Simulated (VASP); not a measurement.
Here is a VASP 6.6.1 calculation.

The input INCAR:

```
SYSTEM = Ni
  ALGO = Normal
  EDIFF = 1E-6
  ENCUT = 520
  GGA = PE
  ISIF = 2
  ISMEAR = -1
  ISPIN = 2
  LASPH = .TRUE.
  LCHARG = .TRUE.
  LELF = .TRUE.
  LMAXMIX = 4
  LORBIT = 11
  LREAL = .FALSE.
  LVHAR = .TRUE.
  LWAVE = .FALSE.
  MAGMOM = 1 -1
  NBANDS = 21
  NELM = 150
  PREC = Accurate
  SIGMA = 0.05
```

File KPOINTS:

```
k-points
0
G
  12 12 7
  0 0 0
```

File POSCAR:

```
Ni
1.0
    2.4480228978      0.0000000000      0.0000000000
   -1.2240114489      2.1200500186      0.0000000000
    0.0000000000      0.0000000000      4.0728075700
Ni
2
Direct
    0.6666666667      0.3333333333      0.7500000000
    0.3333333333      0.6666666667      0.2500000000
```

Potentials or basis: VASP PAW PBE potentials, release 64 (Ni).

Run with:

```console
$ cat potpaw_PBE.64/Ni/POTCAR > POTCAR
$ mpirun -np 1 vasp_std > vasp.out
```

Predict the site moments.

Ni +0.22, -0.22 μB.

Estimate the band gap on the k mesh.

zero (filled and empty bands overlap).

Predict the pressure.

6.1 GPa.

Stress tensor (GPa, compression positive):
```
6.68 0.00 0.00
0.00 6.68 0.00
0.00 0.00 5.05
```

Caveat: the cell stands under pressure.
